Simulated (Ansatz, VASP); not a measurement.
## SnTe in VASP and in Ansatz

```
CELL_PARAMETERS angstrom
-0.09087 3.16225 3.16225
3.16225 -0.09087 3.16225
3.16225 3.16225 -0.09087
ATOMIC_POSITIONS crystal
Sn 0.00000 0.00000 0.00000
Te 0.50000 0.50000 0.50000
```

Change from the starting cell: epitaxial_111 strain +2.0%.

Alike in both runs: task single point; functional r2SCAN; k mesh 8 × 8 × 8; occupations fermi-dirac, width 0.02 eV; no spin polarisation.

|  | VASP | Ansatz |
| --- | --- | --- |
| version | VASP 6.6.1 | Ansatz 0.2.0 |
| potentials or method | VASP PAW PBE potentials, release 64 (Sn_d, Te) | plane waves, PAW |
| plane-wave cutoff (eV) | 520 | 500 |
| valence electrons in the cell | 20 | 30 |

```tsv
	VASP	Ansatz	Ansatz less VASP
pressure (GPa)	-0.8	-0.8	0.00
traceless stress, the component that is largest in VASP (GPa)	0.46	0.46	0.000
```

VASP's potentials were made for PBE, not for r2SCAN. The functional is the same, so the differences come from potentials, cutoffs and numerics. VASP's potentials hold 20 valence electrons a cell and Ansatz's 30, so a difference there can come from the potentials and not from the codes.

Neither program's run includes spin-orbit coupling.
